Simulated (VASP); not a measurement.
InP, 12 atoms in the cell. The cell holds a slab with vacuum, 12 atoms: a = 4.038 Å, b = 5.710 Å, c = 30.094 Å, α = 90.00°, β = 90.00°, γ = 90.00°. 

- Program: VASP 6.6.1
- Task: single point
- Functional: PBE
- Potentials or basis: VASP PAW PBE potentials, release 64 (In_d, P)
- Cutoff: 520 eV
- k mesh: 6 × 5 × 1
- Occupations: gaussian, width 0.05 eV
- Spin: no spin polarisation
- Dipole correction: yes
- Further INCAR settings: ALGO = Normal; EDIFF = 1e-07; NBANDS = 66

Potentials or basis: VASP PAW PBE potentials, release 64 (In_d, P).

The run is started by

```console
$ cat potpaw_PBE.64/In_d/POTCAR potpaw_PBE.64/P/POTCAR > POTCAR
$ mpirun -np 1 vasp_std > vasp.out
```

Hardware: 1 thread of Intel(R) Xeon(R) Platinum 8259CL CPU @ 2.50GHz (Skylake/Cascade Lake) (shared host).

Problem. Estimate the wall time of this run.

Solution. It took 33 min on 1 thread of Intel(R) Xeon(R) Platinum 8259CL CPU @ 2.50GHz (Skylake/Cascade Lake) (shared host), peak memory 0.82 GiB. Counts: scf iterations 41, k points 12.
